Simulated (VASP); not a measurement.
# SiO2 (P4_2/mnm) in VASP: a series of runs

SiO2 is run at these levels: LDA; tasks: single point.

All numbers are computed with VASP 6.6.1; they aren't measurements. Logs are shortened: lines on timing, memory, paths and dates and some standing lists are left out, and cuts for length are marked.

## 1. The cell of the first run

Symmetry: P4_2/mnm, No. 136, tetragonal system. Conventional cell: a = 4.362 Å, b = 4.362 Å, c = 2.415 Å, α = 90.00°, β = 90.00°, γ = 90.00°. Si (site symmetry mmm) has 6 O at 1.70 to 1.88 Å within 2.3 Å. O (site symmetry m2m) has 3 Si at 1.70 to 1.88 Å within 2.3 Å.

## 2. Single point, LDA (7.66 Å³/atom)

The input, INCAR:

```
SYSTEM = SiO2
ALGO = Normal ; EDIFF = 1E-7
ENCUT = 520 ; GGA = CA
ISIF = 2 ; ISMEAR = 0
LASPH = .True. ; LCHARG = .False.
LREAL = .False. ; LWAVE = .False.
NBANDS = 25 ; NELM = 100
PREC = Accurate ; SIGMA = 0.05
```

The input, KPOINTS:

```
k-points
0
Gamma
  6 6 10
  0 0 0
```

The input, POSCAR:

```
SiO2
1.0
    4.3617916694      0.0000000000      0.0000000000
    0.0000000000      4.3617916694      0.0000000000
    0.0000000000      0.0000000000      2.4151240473
Si O
2 4
Direct
    0.5000000000      0.5000000000      0.5000000000
    0.0000000000      0.0000000000      0.0000000000
    0.6944252994      0.6944252994      0.0000000000
    0.1944252994      0.8055747006      0.5000000000
    0.3055747006      0.3055747006      0.0000000000
    0.8055747006      0.1944252994      0.5000000000
```

Potentials or basis: VASP PAW LDA potentials, release 64 (Si, O).

Command:

```console
$ cat potpaw_LDA.64/Si/POTCAR potpaw_LDA.64/O/POTCAR > POTCAR
$ mpirun -np 1 vasp_std > vasp.out
```

OUTCAR:

```text
SYSTEM = SiO2
   EDIFF = 1E-7
   ENCUT = 520
   GGA = CA
   ISIF = 2
   ISMEAR = 0
   LASPH = .True.
   LREAL = .False.
   NELM = 100
   PREC = Accurate

 ion  position               nearest neighbor table
   1  0.500  0.500  0.500-   3 1.70   5 1.70   3 1.70   5 1.70   4 1.88   6 1.88
   2  0.000  0.000  0.000-   4 1.70   6 1.70   4 1.70   6 1.70   5 1.88   3 1.88
   3  0.694  0.694  0.000-   1 1.70   1 1.70   2 1.88
   4  0.194  0.806  0.500-   2 1.70   2 1.70   1 1.88
   5  0.306  0.306  0.000-   1 1.70   1 1.70   2 1.88
   6  0.806  0.194  0.500-   2 1.70   2 1.70   1 1.88

  LATTYP: Found a simple tetragonal cell.
 ALAT       =     4.3617916694
 C/A-ratio  =     0.5537000000

  Lattice vectors:

 A1 = (   4.3617916694,   0.0000000000,   0.0000000000)
 A2 = (   0.0000000000,   4.3617916694,   0.0000000000)
 A3 = (   0.0000000000,   0.0000000000,   2.4151240473)

Analysis of symmetry for initial positions (statically):
=====================================================================
 Subroutine PRICEL returns:
 Original cell was already a primitive cell.

 Routine SETGRP: Setting up the symmetry group for a
 simple tetragonal supercell.

 Subroutine GETGRP returns: Found 16 space group operations
 (whereof  8 operations were pure point group operations)
 out of a pool of 16 trial point group operations.

The static configuration has the point symmetry D_2h.
 The point group associated with its full space group is D_4h.

Analysis of symmetry for dynamics (positions and initial velocities):
=====================================================================
 Subroutine PRICEL returns:
 Original cell was already a primitive cell.

 Routine SETGRP: Setting up the symmetry group for a
 simple tetragonal supercell.

 Subroutine GETGRP returns: Found 16 space group operations
 (whereof  8 operations were pure point group operations)
 out of a pool of 16 trial point group operations.

The dynamic configuration has the point symmetry D_2h.
 The point group associated with its full space group is D_4h.

 Subroutine INISYM returns: Found 16 space group operations
 (whereof  8 operations are pure point group operations),
 and found     1 'primitive' translations

----------------------------------------------------------------------------------------

                                     Primitive cell

  volume of cell :      45.9483

  direct lattice vectors                    reciprocal lattice vectors
     4.361791669  0.000000000  0.000000000     0.229263586  0.000000000  0.000000000
     0.000000000  4.361791669  0.000000000     0.000000000  0.229263586  0.000000000
     0.000000000  0.000000000  2.415124047     0.000000000  0.000000000  0.414057407

  length of vectors
     4.361791669  4.361791669  2.415124047     0.229263586  0.229263586  0.414057407

  position of ions in fractional coordinates (direct lattice)
     0.500000000  0.500000000  0.500000000
     0.000000000  0.000000000  0.000000000
     0.694425299  0.694425299  0.000000000
     0.194425299  0.805574701  0.500000000
     0.305574701  0.305574701  0.000000000
     0.805574701  0.194425299  0.500000000

  ion indices of the primitive-cell ions
   primitive index   ion index
                 1           1
                 2           2
                 3           3
                 4           4
                 5           5
                 6           6

----------------------------------------------------------------------------------------

 KPOINTS: k-points

Automatic generation of k-mesh.
 Grid dimensions read from file:
 generate k-points for:    6    6   10

 Generating k-lattice:

  Cartesian coordinates                     Fractional coordinates (reciprocal lattice)
     0.038210598  0.000000000  0.000000000     0.166666667  0.000000000  0.000000000
     0.000000000  0.038210598  0.000000000     0.000000000  0.166666667  0.000000000
     0.000000000  0.000000000  0.041405741     0.000000000  0.000000000  0.100000000

  Length of vectors
     0.038210598  0.038210598  0.041405741

  Shift w.r.t. Gamma in fractional coordinates (k-lattice)
     0.000000000  0.000000000  0.000000000

 Subroutine IBZKPT returns following result:
 ===========================================

 Found     60 irreducible k-points:

 Following reciprocal coordinates:
            Coordinates               Weight
  0.000000  0.000000  0.000000      1.000000
  0.166667  0.000000  0.000000      4.000000
  0.333333  0.000000  0.000000      4.000000
  0.500000  0.000000  0.000000      2.000000
  0.166667  0.166667  0.000000      4.000000
  0.333333  0.166667  0.000000      8.000000
[... 16 lines left out ...]
  0.333333  0.000000  0.200000      8.000000
  0.500000  0.000000  0.200000      4.000000
 [... further k-points ...]
   k-points           NKPTS =     60   k-points in BZ     NKDIM =     60   number of bands    NBANDS=     25
   number of dos      NEDOS =    301   number of ions     NIONS =      6
[... 77 lines left out ...]
      5      -2.9795      2.00000
      6       0.8046      2.00000
[... 17 lines left out ...]
     24      22.2622      0.00000
     25      22.3819      0.00000

 k-point     2 :       0.1667    0.0000    0.0000
  band No.  band energies     occupation
      1     -14.4646      2.00000
      2     -11.8813      2.00000
      3     -11.0591      2.00000
      4     -10.6763      2.00000
      5      -2.8662      2.00000
      6       0.1514      2.00000
[... 17 lines left out ...]
     24      22.3488      0.00000
     25      22.5750      0.00000

 k-point     3 :       0.3333    0.0000    0.0000
  band No.  band energies     occupation
      1     -14.0799      2.00000
      2     -12.7063      2.00000
      3     -10.8785      2.00000
      4     -10.5403      2.00000
      5      -2.4897      2.00000
      6      -0.8925      2.00000
[... 17 lines left out ...]
     24      22.0751      0.00000
     25      23.3258      0.00000

 k-point     4 :       0.5000    0.0000    0.0000
  band No.  band energies     occupation
      1     -13.4736      2.00000
      2     -13.4736      2.00000
      3     -10.6611      2.00000
      4     -10.6611      2.00000
      5      -1.8174      2.00000
      6      -1.8174      2.00000
[... 17 lines left out ...]
     24      21.7459      0.00000
     25      23.1636      0.00000

 k-point     5 :       0.1667    0.1667    0.0000
  band No.  band energies     occupation
      1     -14.3370      2.00000
      2     -12.0832      2.00000
      3     -11.2007      2.00000
      4     -10.5512      2.00000
      5      -2.7128      2.00000
      6       0.2311      2.00000
[... 17 lines left out ...]
     24      22.3548      0.00000
     25      22.7883      0.00000

 k-point     6 :       0.3333    0.1667    0.0000
  band No.  band energies     occupation
      1     -13.9656      2.00000
      2     -12.6942      2.00000
      3     -11.1010      2.00000
      4     -10.5931      2.00000
      5      -2.2464      2.00000
      6      -0.5737      2.00000
[... 17 lines left out ...]
     24      22.0173      0.00000
     25      23.1972      0.00000
[... 393 lines left out ...]
 k-point    21 :       0.0000    0.0000    0.2000
  band No.  band energies     occupation
      1     -13.9261      2.00000
      2     -10.8466      2.00000
      3     -10.6981      2.00000
      4     -10.6981      2.00000
      5      -2.5434      2.00000
      6       1.3714      2.00000
[... 17 lines left out ...]
     24      22.7329      0.00000
     25      22.7421      0.00000

 k-point    22 :       0.1667    0.0000    0.2000
  band No.  band energies     occupation
      1     -13.8015      2.00000
      2     -11.4200      2.00000
      3     -10.6416      2.00000
      4     -10.3602      2.00000
      5      -2.3741      2.00000
      6       0.6315      2.00000
[... 17 lines left out ...]
     24      22.3758      0.00000
     25      22.4731      0.00000

 k-point    23 :       0.3333    0.0000    0.2000
  band No.  band energies     occupation
      1     -13.4384      2.00000
      2     -12.1631      2.00000
      3     -10.4942      2.00000
      4     -10.2369      2.00000
      5      -1.9132      2.00000
      6      -0.3596      2.00000
[... 17 lines left out ...]
     24      22.1624      0.00000
     25      22.3793      0.00000

 k-point    24 :       0.5000    0.0000    0.2000
  band No.  band energies     occupation
      1     -12.8707      2.00000
      2     -12.8707      2.00000
      3     -10.3226      2.00000
      4     -10.3226      2.00000
      5      -1.2295      2.00000
      6      -1.2295      2.00000
[... 17 lines left out ...]
     24      22.1486      0.00000
     25      22.6296      0.00000

 [... further k-points ...]

------------------------ aborting loop because EDIFF is reached ----------------------------------------

  FORCE on cell =-STRESS in cart. coord.  units (eV):
  Direction    XX          YY          ZZ          XY          YZ          ZX
  --------------------------------------------------------------------------------------
  -------------------------------------------------------------------------------------
  Total       -4.5493805     -4.5493805     20.0610774      0.0000000      0.0000000      0.0000000
  in kB     -158.6330114   -158.6330114    699.5126230      0.0000000      0.0000000      0.0000000
  external PRESSURE =     127.4155334 kB  Pullay stress =       0.0000000 kB

 VOLUME and BASIS-vectors are now :
 -----------------------------------------------------------------------------
  energy-cutoff  :      520.00
  volume of cell :       45.95
      direct lattice vectors                 reciprocal lattice vectors
     4.361791669  0.000000000  0.000000000     0.229263586  0.000000000  0.000000000
     0.000000000  4.361791669  0.000000000     0.000000000  0.229263586  0.000000000
     0.000000000  0.000000000  2.415124047     0.000000000  0.000000000  0.414057407

 POSITION                                       TOTAL-FORCE (eV/Angst)
 -----------------------------------------------------------------------------------
      2.18090      2.18090      1.20756         0.000000      0.000000     -0.000000
      0.00000      0.00000      0.00000         0.000000      0.000000     -0.000000
      3.02894      3.02894      0.00000        -0.580251     -0.580251     -0.000000
      0.84804      3.51375      1.20756        -0.580251      0.580251      0.000000
      1.33285      1.33285      0.00000         0.580251      0.580251      0.000000
      3.51375      0.84804      1.20756         0.580251     -0.580251     -0.000000
 -----------------------------------------------------------------------------------
    total drift:                                0.000000      0.000000     -0.000000

  FREE ENERGIE OF THE ION-ELECTRON SYSTEM (eV)
  ---------------------------------------------------
  free  energy   TOTEN  =       -50.8271691071 eV

  energy  without entropy=      -50.8271691071  energy(sigma->0) =      -50.82716911
```

Run time: 70 s. Hardware: 1 thread of Intel Xeon 8259CL, shared host; peak memory 0.17 GiB.

What came out:

| Quantity | Value |
| --- | --- |
| Free energy | -50.8272 eV |
| Pressure | 12.7 GPa |
| Largest force | 0.821 eV/Å |
| Band gap on the k mesh | 5.86 eV |

Forces in eV/Å, atoms in the order of the input:
```
Si   0.000  0.000  0.000
Si   0.000  0.000  0.000
O   -0.580 -0.580  0.000
O   -0.580  0.580  0.000
O    0.580  0.580  0.000
O    0.580 -0.580  0.000
```

Caveat: the cell stands under pressure. A k mesh can miss the band edges.

## 3. Single point, LDA

This run uses another cell than the first one, of the same volume but with other edges.

The input, INCAR:

```
SYSTEM = SiO2
PREC     = Accurate       ! precision mode
ENCUT    = 520            ! plane-wave cutoff, eV
EDIFF    = 1E-6           ! SCF threshold, eV
ISMEAR   = 0              ! smearing method
SIGMA    = 0.05           ! smearing width, eV
LREAL    = .FALSE.        ! projectors in reciprocal space
LASPH    = .TRUE.         ! aspherical terms in the spheres
NELM     = 80             ! most SCF steps
ALGO     = Normal         ! electronic algorithm
ISIF     = 2              ! what is computed and relaxed
LWAVE    = .FALSE.        ! write WAVECAR
LCHARG   = .FALSE.        ! write CHGCAR
NBANDS   = 25             ! bands
```

The input, KPOINTS:

```
regular mesh
0
G
  6 6 10
  0 0 0
```

POSCAR: that of step 2 with these lines changed.

```diff
@@ -2,5 +2,5 @@
 1.0
-    4.3617916694      0.0000000000      0.0000000000
-    0.0000000000      4.3617916694      0.0000000000
-    0.0000000000      0.0000000000      2.4151240473
+    4.1551517022      0.0000000000      0.0000000000
+    0.0000000000      4.1551517022      0.0000000000
+    0.0000000000      0.0000000000      2.6613102772
 Si O
```

Potentials or basis: VASP PAW LDA potentials, release 64 (Si, O).

Command:

```console
$ cat potpaw_LDA.64/Si/POTCAR potpaw_LDA.64/O/POTCAR > POTCAR
$ mpirun -np 1 vasp_std > vasp.out
```

It took 59 s on 1 thread of Intel Xeon 8259CL, shared host; peak memory 0.17 GiB.

Results (log left out):

| Quantity | Value |
| --- | --- |
| Free energy | -51.9696 eV |
| Pressure | 1.1 GPa |
| Largest force | 0.034 eV/Å |
| Band gap on the k mesh | 5.82 eV |

Forces in eV/Å, atoms in the order of the input:
```
Si   0.000  0.000  0.000
Si   0.000  0.000  0.000
O    0.024  0.024  0.000
O    0.024 -0.024  0.000
O   -0.024 -0.024  0.000
O   -0.024  0.024  0.000
```

Stress tensor (GPa, compression positive):
```
0.74 0.00 0.00
0.00 0.74 0.00
0.00 0.00 1.72
```

Levels at points of the mesh, in eV from the valence-band top:
```
           k point  band 12  band 13  band 14  band 15  band 16  band 17  band 18  band 19  band 20  band 21
(0.00, 0.00, 0.00)    -3.24    -2.56    -0.91    -0.91     0.00     5.82     6.44     8.37     8.37    10.74
(0.50, 0.00, 0.00)    -4.02    -2.76    -2.76    -1.09    -1.09     7.75     7.75     8.92     8.92    10.92
(0.50, 0.50, 0.00)    -3.38    -2.77    -2.77    -2.36    -2.36     7.40     7.40     9.94     9.94    13.13
(0.00, 0.00, 0.50)    -4.77    -3.25    -3.25    -2.77    -2.77     9.06     9.06    12.50    12.50    12.75
(0.50, 0.00, 0.50)    -4.14    -2.35    -2.35    -1.83    -1.83     8.71     8.71     9.86     9.86    12.00
(0.50, 0.50, 0.50)    -4.60    -1.80    -1.80    -1.61    -1.61     7.17     7.17    10.87    10.87    11.45
```

A k mesh can miss the band edges.

## 4. Single point, LDA (7.90 Å³/atom)

This run uses another cell than the first one, of 7.90 Å³/atom.

The input, INCAR:

```
SYSTEM = SiO2
ALGO     = Normal         ! electronic algorithm
EDIFF    = 1E-7           ! SCF threshold, eV
ENCUT    = 520            ! plane-wave cutoff, eV
ISIF     = 2              ! what is computed and relaxed
ISMEAR   = 0              ! smearing method
LASPH    = .True.         ! aspherical terms in the spheres
LCHARG   = .True.         ! write CHGCAR
LELF     = .True.         ! ELF
LREAL    = .False.        ! projectors in reciprocal space
LVHAR    = .True.       
LWAVE    = .False.        ! write WAVECAR
NBANDS   = 25             ! bands
NELM     = 60             ! most SCF steps
PREC     = Accurate       ! precision mode
SIGMA    = 0.05           ! smearing width, eV
```

The input, KPOINTS:

```
k-points
0
Gamma
  6 6 10
  0 0 0
```

POSCAR: that of step 3 with these lines changed.

```diff
@@ -2,5 +2,5 @@
 1.0
-    4.1551517022      0.0000000000      0.0000000000
-    0.0000000000      4.1551517022      0.0000000000
-    0.0000000000      0.0000000000      2.6613102772
+    4.3547177817      0.0000000000      0.0000000000
+    0.0000000000      4.3547177817      0.0000000000
+    0.0000000000      0.0000000000      2.5004789502
 Si O
```

Command:

```console
$ cat potpaw_LDA.64/Si/POTCAR potpaw_LDA.64/O/POTCAR > POTCAR
$ mpirun -np 1 vasp_std > vasp.out
```

It took 66 s on 1 thread of Intel Xeon 8259CL, shared host; peak memory 0.17 GiB.

It converged, with:

| Quantity | Value |
| --- | --- |
| Free energy | -51.3747 eV |
| Pressure | -1.7 GPa |
| Largest force | 0.917 eV/Å |
| Band gap on the k mesh | 5.42 eV |

Forces in eV/Å, atoms in the order of the input:
```
Si   0.000  0.000  0.000
Si   0.000  0.000  0.000
O   -0.649 -0.649  0.000
O   -0.649  0.649  0.000
O    0.649  0.649  0.000
O    0.649 -0.649  0.000
```

Stress tensor (GPa, compression positive):
```
-20.22   0.00   0.00
  0.00 -20.22   0.00
  0.00   0.00  35.39
```

Levels at points of the mesh, in eV from the valence-band top:
| k point | band 12 | band 13 | band 14 | band 15 | band 16 | band 17 | band 18 | band 19 | band 20 | band 21 |
| --- | --- | --- | --- | --- | --- | --- | --- | --- | --- | --- |
| (0.00, 0.00, 0.00) | -2.34 | -1.80 | -0.96 | -0.96 | 0.00 | 5.42 | 8.27 | 9.48 | 9.48 | 10.61 |
| (0.50, 0.00, 0.00) | -3.28 | -1.99 | -1.99 | -1.15 | -1.15 | 7.91 | 7.91 | 10.04 | 10.04 | 10.50 |
| (0.50, 0.50, 0.00) | -2.50 | -2.41 | -2.41 | -2.41 | -2.41 | 7.94 | 7.94 | 10.72 | 10.72 | 11.77 |
| (0.00, 0.00, 0.50) | -4.67 | -2.62 | -2.62 | -2.54 | -2.54 | 8.49 | 8.49 | 11.53 | 11.53 | 11.90 |
| (0.50, 0.00, 0.50) | -3.91 | -2.33 | -2.33 | -1.63 | -1.63 | 8.21 | 8.21 | 8.69 | 8.69 | 11.88 |
| (0.50, 0.50, 0.50) | -4.59 | -1.85 | -1.85 | -1.43 | -1.43 | 6.50 | 6.50 | 10.36 | 10.36 | 10.95 |

A k mesh can miss the band edges.

## 5. Overview

| cell | gap on the mesh (eV) | pressure (GPa) | largest force (eV/Å) |
| --- | --- | --- | --- |
| a = 4.362, b = 4.362, c = 2.415 Å, 6 atoms | 5.86 | 12.7 | 0.82 |
| a = 4.155, b = 4.155, c = 2.661 Å, 6 atoms | 5.82 | 1.1 | 0.03 |
| a = 4.355, b = 4.355, c = 2.500 Å, 6 atoms | 5.42 | -1.7 | 0.92 |

Alike in all rows: task single point; level LDA; potentials or basis VASP PAW LDA potentials, release 64 (Si, O); no spin polarisation; k mesh 6 × 6 × 10; cutoff (eV) 520; smearing gaussian 0.05 eV.

Caveats: the cell stands under pressure (at least some runs).

Absolute energies hang on the potentials; compare differences alone.
